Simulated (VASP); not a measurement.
**WS2: single point with PBEsol**

System: WS2, a slab with vacuum.

```xyz
6
Lattice="3.2659 0.0000 0.0000 -1.6330 2.8284 0.0000 0.0000 0.0000 24.2838" Properties=species:S:1:pos:R:3 pbc="T T T"
W     0.0000    1.8856   15.4765
W     1.6330    0.9428    8.8073
S     0.0000    1.8856    7.2078
S     1.6330    0.9428   13.8768
S     0.0000    1.8856   10.4070
S     1.6330    0.9428   17.0760
```

```json
{
 "Program": "VASP 6.6.1",
 "Task": "single point",
 "Functional": "PBEsol",
 "Potentials or basis": "VASP PAW PBE potentials, release 64 (W_sv, S)",
 "Cutoff": "500 eV",
 "k mesh": "8 × 8 × 1",
 "Occupations": "methfessel-paxton, width 0.1 eV",
 "Spin": "no spin polarisation"
}
```

```
Largest force          : 1.321 eV/Å
Band gap on the k mesh : 1.60 eV (least direct gap 2.00 eV)
```

Forces in eV/Å, atoms in the order of the input:
```
W    0.000  0.000  0.005
W    0.000  0.000 -0.005
S    0.000  0.000  1.321
S    0.000  0.000  1.290
S    0.000  0.000 -1.290
S    0.000  0.000 -1.321
```

Levels at points of the mesh, in eV from the valence-band top:
```csv
k point,band 23,band 24,band 25,band 26,band 27,band 28,band 29,band 30
"(0.00, 0.00, 0.00)",-1.83,-1.83,-0.38,0.00,2.39,2.39,2.39,2.39
"(0.50, 0.00, 0.00)",-1.58,-1.54,-1.15,-1.11,2.27,2.28,2.67,2.73
```

Wall time 3.8 min on 1 thread of Intel Xeon 8259CL, on a shared host, peak memory 0.33 GiB.

Caveat: the PAW data sets were made with another functional, which shifts forces and pressure a little; spin-orbit coupling is left out, which moves the levels of the heavy elements.
